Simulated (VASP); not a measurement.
# Sn2Ge3 (P6/mmm) in VASP: relaxation of cell and atoms with PBE

Aim: the relaxation of cell and atoms of Sn2Ge3 with PBE.

All numbers are computed with VASP 6.6.1; they aren't measurements. Logs are shortened: lines on timing, memory, paths and dates and some standing lists are left out, and cuts for length are marked.

### Step 1. The cell of the first run

It takes space group P6/mmm (No. 191, hexagonal). Conventional cell: a = 4.825 Å, b = 4.825 Å, c = 8.647 Å, α = 90.00°, β = 90.00°, γ = 120.00°. Within 3.5 Å of Sn (site symmetry 6mm) lie 1 Ge at 2.66 Å and 1 Sn at 3.33 Å. Ge (site symmetry -6m2) has 6 Ge at 2.79 Å within 3.7 Å. Within 3.5 Å of Ge (site symmetry 6/mmm) lie 2 Sn at 2.66 Å and 6 Ge at 2.79 Å.

The cell was generated, and may not be a known phase.

### Step 2. Relaxation of cell and atoms, PBE

INCAR reads:

```
SYSTEM = Sn2Ge3
PREC = Accurate
ENCUT = 600
EDIFF = 1E-6
ISMEAR = 0
SIGMA = 0.1
LREAL = .False.
LASPH = .True.
NELM = 80
ALGO = Fast
ISIF = 3
LWAVE = .False.
LCHARG = .False.
GGA = PE
IBRION = 2
NSW = 100
EDIFFG = -0.01
```

KPOINTS reads:

```
Automatic mesh
0
Gamma
  12 12 6
  0 0 0
```

POSCAR reads:

```
Sn2Ge3
1.0
    4.8248496196      0.0000000000      0.0000000000
   -2.4124248098      4.1784423401      0.0000000000
    0.0000000000      0.0000000000      8.6469243604
Sn Ge
2 3
Direct
    0.0000000000      0.0000000000      0.6923369739
    0.0000000000      0.0000000000      0.3076630261
    0.3333333333      0.6666666667      0.0000000000
    0.6666666667      0.3333333333      0.0000000000
    0.0000000000      0.0000000000      0.0000000000
```

Potentials or basis: VASP PAW PBE potentials, release 64 (Sn_d, Ge_d).

Command:

```sh
> cat potpaw_PBE.64/Sn_d/POTCAR potpaw_PBE.64/Ge_d/POTCAR > POTCAR
> mpirun -np 1 vasp_std > vasp.out
```

OUTCAR:

```text
SYSTEM = Sn2Ge3
   PREC = Accurate
   ENCUT = 600
   EDIFF = 1E-6
   ISMEAR = 0
   LREAL = .False.
   LASPH = .True.
   NELM = 80
   ISIF = 3
   GGA = PE
   IBRION = 2
   NSW = 100
   EDIFFG = -0.01

 ion  position               nearest neighbor table
   1  0.000  0.000  0.692-   5 2.66   2 3.33
   2  0.000  0.000  0.308-   5 2.66   1 3.33
   3  0.333  0.667  0.000-   5 2.79   4 2.79   4 2.79   5 2.79   5 2.79   4 2.79
   4  0.667  0.333  0.000-   5 2.79   3 2.79   3 2.79   5 2.79   5 2.79   3 2.79
   5  0.000  0.000  0.000-   1 2.66   2 2.66   3 2.79   4 2.79   4 2.79   3 2.79   4 2.79   3 2.79

  LATTYP: Found a hexagonal cell.
 ALAT       =     4.8248496196
 C/A-ratio  =     1.7921645320

  Lattice vectors:

 A1 = (   4.8248496196,   0.0000000000,   0.0000000000)
 A2 = (  -2.4124248098,   4.1784423401,   0.0000000000)
 A3 = (   0.0000000000,   0.0000000000,   8.6469243604)

Analysis of symmetry for initial positions (statically):
=====================================================================
 Subroutine PRICEL returns:
 Original cell was already a primitive cell.

 Routine SETGRP: Setting up the symmetry group for a
 hexagonal supercell.

 Subroutine GETGRP returns: Found 24 space group operations
 (whereof 24 operations were pure point group operations)
 out of a pool of 24 trial point group operations.

The static configuration has the point symmetry D_6h.

Analysis of symmetry for dynamics (positions and initial velocities):
=====================================================================
 Subroutine PRICEL returns:
 Original cell was already a primitive cell.

 Routine SETGRP: Setting up the symmetry group for a
 hexagonal supercell.

 Subroutine GETGRP returns: Found 24 space group operations
 (whereof 24 operations were pure point group operations)
 out of a pool of 24 trial point group operations.

The dynamic configuration has the point symmetry D_6h.

 Subroutine INISYM returns: Found 24 space group operations
 (whereof 24 operations are pure point group operations),
 and found     1 'primitive' translations

----------------------------------------------------------------------------------------

                                     Primitive cell

  volume of cell :     174.3251

  direct lattice vectors                    reciprocal lattice vectors
     4.824849620  0.000000000  0.000000000     0.207260346  0.119661816  0.000000000
    -2.412424810  4.178442340  0.000000000     0.000000000  0.239323633  0.000000000
     0.000000000  0.000000000  8.646924360     0.000000000  0.000000000  0.115648057

  length of vectors
     4.824849620  4.824849620  8.646924360     0.239323633  0.239323633  0.115648057

  position of ions in fractional coordinates (direct lattice)
     0.000000000  0.000000000  0.692336974
     0.000000000  0.000000000  0.307663026
     0.333333333  0.666666667  0.000000000
     0.666666667  0.333333333  0.000000000
     0.000000000  0.000000000  0.000000000

  ion indices of the primitive-cell ions
   primitive index   ion index
                 1           1
                 2           2
                 3           3
                 4           4
                 5           5

----------------------------------------------------------------------------------------

 KPOINTS: Automatic mesh

Automatic generation of k-mesh.
 Grid dimensions read from file:
 generate k-points for:   12   12    6

 Generating k-lattice:

  Cartesian coordinates                     Fractional coordinates (reciprocal lattice)
     0.017271695  0.009971818  0.000000000     0.083333333  0.000000000  0.000000000
     0.000000000  0.019943636  0.000000000     0.000000000  0.083333333  0.000000000
     0.000000000  0.000000000  0.019274676     0.000000000  0.000000000  0.166666667

  Length of vectors
     0.019943636  0.019943636  0.019274676

  Shift w.r.t. Gamma in fractional coordinates (k-lattice)
     0.000000000  0.000000000  0.000000000

 Subroutine IBZKPT returns following result:
 ===========================================

 Found     76 irreducible k-points:

 Following reciprocal coordinates:
            Coordinates               Weight
  0.000000  0.000000  0.000000      1.000000
  0.083333 -0.000000  0.000000      6.000000
  0.166667 -0.000000  0.000000      6.000000
  0.250000 -0.000000  0.000000      6.000000
  0.333333 -0.000000  0.000000      6.000000
  0.416667 -0.000000  0.000000      6.000000
[... 16 lines left out ...]
  0.250000 -0.000000  0.166667     12.000000
  0.333333 -0.000000  0.166667     12.000000
 [... further k-points ...]
   k-points           NKPTS =     76   k-points in BZ     NKDIM =     76   number of bands    NBANDS=     42
   number of dos      NEDOS =    301   number of ions     NIONS =      5
   total plane-waves  NPLWV = 112000
   dimension x,y,z NGX =    40 NGY =   40 NGZ =   70
   dimension x,y,z NGXF=    80 NGYF=   80 NGZF=  140
   ions per type =               2   3
   NGX,Y,Z   is equivalent  to a cutoff of  13.78, 13.78, 13.46 a.u.
   NGXF,Y,Z  is equivalent  to a cutoff of  27.56, 27.56, 26.92 a.u.
 SYSTEM =  Sn2Ge3
   PREC   = accura    normal or accurate (medium, high low for compatibility)
   ISTART =      0    job   : 0-new  1-cont  2-samecut
   ICHARG =      2    charge: 1-file 2-atom 10-const
   ISPIN  =      1    spin polarized calculation?
   LNONCOLLINEAR =      F non collinear calculations
   LSORBIT =      F    spin-orbit coupling
   LASPH  =      T    aspherical Exc in radial PAW
   ENCUT  =  600.0 eV  44.10 Ry    6.64 a.u.   9.64  9.64 17.27*2*pi/ulx,y,z
   NELM   =     80;   NELMIN=  2; NELMDL= -5     # of ELM steps
   EDIFF  = 0.1E-05   stopping-criterion for ELM
   LREAL  =      F    real-space projection
   EDIFFG = -.1E-01   stopping-criterion for IOM
   NSW    =    100    number of steps for IOM
   IBRION =      2    ionic relax: 0-MD 1-quasi-New 2-CG
   NFREE  =      1    steps in history (QN), initial steepest desc. (CG)
   ISIF   =      3    stress and relaxation
   ISYM   =      2    0-nonsym 1-usesym 2-fastsym
   POTIM  = 0.5000    time-step for ionic-motion
   TEBEG  =    0.0;   TEEND  =   0.0 temperature during run
   PSTRESS=    0.0 pullay stress
   NELECT =      70.0000    total number of electrons
   NUPDOWN=      -1.0000    fix difference up-down
   EMIN   =  10.00;   EMAX   =-10.00  energy-range for DOS
   EFERMI =   0.00;   METHOD = LEGACY
   ISMEAR =     0;   SIGMA  =   0.10  broadening in eV -4-tet -1-fermi 0-gaus
   EFERMI_NEDOS =   21; number of points for ismear=-14 and -15
   IALGO  =     68    algorithm
   IMIX   =      4    mixing-type and parameters
     AMIX     =   0.40;   BMIX     =  1.00
     AMIX_MAG =   1.60;   BMIX_MAG =  1.00
  volume/ion in A,a.u.               =      34.87       235.28
  Fermi-wavevector in a.u.,A,eV,Ry     =   1.207779  2.282372 19.847236  1.458731
  Thomas-Fermi vector in A             =   2.343407
   LORBIT       =      0    0 simple, 1 ext, 2 COOP (PROOUT), +10 PAW based schemes
   GGA     = PE    functional components
   LHFCALC =     F    Hartree Fock is set to
   AEXX    =    0.0000 exact exchange contribution
   IVDW    =     0    specifies the selected vdW correction
   LEPSILON=     F    determine dielectric tensor
   LRPA    =     F    only Hartree local field effects (RPA)
 conjugate gradient relaxation of ions
 non-spin polarized calculation
 RMM-DIIS sequential band-by-band and
 Gauss-broadening in eV      SIGMA  =   0.10
  energy-cutoff  :      600.00
  volume of cell :      174.33
 maximum number of plane-waves:      5896
 NGX is ok and might be reduce to    40
   NGX = 19   NGY = 19   NGZ = 35

--------------------------------------- Ionic step        1  -------------------------------------------

 number of electron      69.9999999 magnetization

 Free energy of the ion-electron system (eV)
  ---------------------------------------------------
  ext. energy  EPLUGINS =         0.00000000
  ---------------------------------------------------
  free energy    TOTEN  =       -17.74202867 eV

  energy without entropy =      -17.72206265  energy(sigma->0) =      -17.73204566

------------------------ aborting loop because EDIFF is reached ----------------------------------------

  FORCE on cell =-STRESS in cart. coord.  units (eV):
  Direction    XX          YY          ZZ          XY          YZ          ZX
  --------------------------------------------------------------------------------------
  -------------------------------------------------------------------------------------
  Total        0.1021785      0.1021785     -0.1576627      0.0000000      0.0000000      0.0000000
  in kB        0.9390967      0.9390967     -1.4490381      0.0000000      0.0000000      0.0000000
  external PRESSURE =       0.1430518 kB  Pullay stress =       0.0000000 kB

 VOLUME and BASIS-vectors are now :
 -----------------------------------------------------------------------------
  energy-cutoff  :      600.00
  volume of cell :      174.33
      direct lattice vectors                 reciprocal lattice vectors
     4.824849620  0.000000000  0.000000000     0.207260346  0.119661816  0.000000000
    -2.412424810  4.178442340  0.000000000     0.000000000  0.239323633  0.000000000
     0.000000000  0.000000000  8.646924360     0.000000000  0.000000000  0.115648057
[... 235 lines left out ...]
 POSITION                                       TOTAL-FORCE (eV/Angst)
 -----------------------------------------------------------------------------------
      2.41759      4.18739      5.90543         0.000000      0.000000      0.005970
      0.00000      0.00000      2.67081        -0.000000     -0.000000     -0.005970
     -0.00000      2.79159      0.00000        -0.000000     -0.000000     -0.000000
      2.41759      1.39580      0.00000         0.000000      0.000000      0.000000
     -0.00000      0.00000      0.00000        -0.000000     -0.000000      0.000000
 -----------------------------------------------------------------------------------
    total drift:                                0.000000     -0.000000      0.000000

  FREE ENERGIE OF THE ION-ELECTRON SYSTEM (eV)
  ---------------------------------------------------
  free  energy   TOTEN  =       -17.7446238731 eV

  energy  without entropy=      -17.7252501568  energy(sigma->0) =      -17.73493701

--------------------------------------- Ionic step        8  -------------------------------------------

 number of electron      70.0000012 magnetization

 Free energy of the ion-electron system (eV)
  ---------------------------------------------------
  ext. energy  EPLUGINS =         0.00000000
  ---------------------------------------------------
  free energy    TOTEN  =       -17.74479574 eV

  energy without entropy =      -17.72542417  energy(sigma->0) =      -17.73510995

 E-fermi :   3.3774     XC(G=0):  -8.4291

 val. band max:        3.3770064349   @ k =   0.3333   0.2500   0.0000
 cond. band min:       3.3839275266   @ k =   0.5000  -0.0000   0.5000
 fundamental gap:      0.0069210917
 Fermi energy:         3.3774346558

 k-point     1 :       0.0000    0.0000    0.0000
  band No.  band energies     occupation
      1     -21.4542      2.00000
      2     -21.4126      2.00000
      3     -21.4126      2.00000
      4     -21.4042      2.00000
      5     -21.4042      2.00000
      6     -21.3728      2.00000
[... 1069 lines left out ...]
     41       5.6675      0.00000
     42       6.8470      0.00000

 [... further k-points ...]

------------------------ aborting loop because EDIFF is reached ----------------------------------------

  FORCE on cell =-STRESS in cart. coord.  units (eV):
  Direction    XX          YY          ZZ          XY          YZ          ZX
  --------------------------------------------------------------------------------------
  -------------------------------------------------------------------------------------
  Total       -0.0117248     -0.0117248      0.0201015      0.0000000      0.0000000      0.0000000
  in kB       -0.1085073     -0.1085073      0.1860290      0.0000000      0.0000000      0.0000000
  external PRESSURE =      -0.0103285 kB  Pullay stress =       0.0000000 kB

 VOLUME and BASIS-vectors are now :
 -----------------------------------------------------------------------------
  energy-cutoff  :      600.00
  volume of cell :      173.12
      direct lattice vectors                 reciprocal lattice vectors
     4.829326957  0.000000000  0.000000000     0.207068192  0.119550876 -0.000000000
    -2.414663478  4.182319828  0.000000000    -0.000000000  0.239101752 -0.000000000
     0.000000000  0.000000000  8.571465456    -0.000000000 -0.000000000  0.116666165

 POSITION                                       TOTAL-FORCE (eV/Angst)
 -----------------------------------------------------------------------------------
      0.00000      0.00000      5.90241        -0.000000     -0.000000     -0.005042
      2.41466      4.18232      2.66905         0.000000      0.000000      0.005042
     -0.00000      2.78821      8.57147        -0.000000      0.000000      0.000000
      2.41466      1.39411      0.00000         0.000000     -0.000000      0.000000
     -0.00000      0.00000      0.00000         0.000000      0.000000      0.000000
 -----------------------------------------------------------------------------------
    total drift:                                0.000000     -0.000000      0.000000

  FREE ENERGIE OF THE ION-ELECTRON SYSTEM (eV)
  ---------------------------------------------------
  free  energy   TOTEN  =       -17.7447957409 eV

  energy  without entropy=      -17.7254241657  energy(sigma->0) =      -17.73510995

 reached required accuracy - stopping structural energy minimisation
```

Run time: 76 min. Hardware: 1 thread of Oxide Virtual Turin-like, shared host; peak memory 0.7 GiB.

What came out:

| Property | Result |
| --- | --- |
| Free energy | -17.7448 eV |
| Relaxed volume | 34.62 Å³/atom |
| Relaxed cell | a = 4.829 Å, b = 4.829 Å, c = 8.571 Å, α = 90.00°, β = 90.00°, γ = 120.00° |
| Space group after relaxing (to 0.1 Å) | P6/mmm (No. 191) |
| Energy gained by relaxing | 0.6 meV/atom |
| Ionic steps | 8 |
| Pressure after relaxing | 0.0 GPa |
| Largest force after relaxing | 0.005 eV/Å |
| Band gap on the k mesh | zero (bands 35 and 36 overlap by 1.07 eV) |

Forces in eV/Å, atoms in the order of the input:
```
Sn   0.000  0.000 -0.005
Sn   0.000  0.000  0.005
Ge   0.000  0.000  0.000
Ge   0.000  0.000  0.000
Ge   0.000  0.000  0.000
```

The path:
| step | energy change (eV) | largest force (eV/Å) | pressure (GPa) | volume (Å³) |
| --- | --- | --- | --- | --- |
| 1 | 0.0000 | 0.0555 | 0.01 | 174.33 |
| 2 | -0.0006 | 0.0557 | 0.00 | 174.40 |
| 3 | -0.0011 | 0.0600 | -0.05 | 174.56 |
| 4 | -0.0015 | 0.0465 | -0.10 | 174.40 |
| 5 | -0.0024 | 0.0113 | -0.10 | 173.92 |
| 6 | -0.0017 | 0.0658 | -0.14 | 172.96 |
| 7 | -0.0026 | 0.0060 | -0.06 | 173.64 |
| 8 | -0.0028 | 0.0050 | 0.00 | 173.12 |

Final structure:
```
CELL_PARAMETERS angstrom
4.82933 0.00000 0.00000
-2.41466 4.18232 0.00000
0.00000 0.00000 8.57147
ATOMIC_POSITIONS crystal
Sn 0.00000 0.00000 0.68861
Sn 0.00000 0.00000 0.31139
Ge 0.33333 0.66667 0.00000
Ge 0.66667 0.33333 0.00000
Ge 0.00000 0.00000 0.00000
```

Caveat: spin-orbit coupling is left out, which moves the levels of the heavy elements.
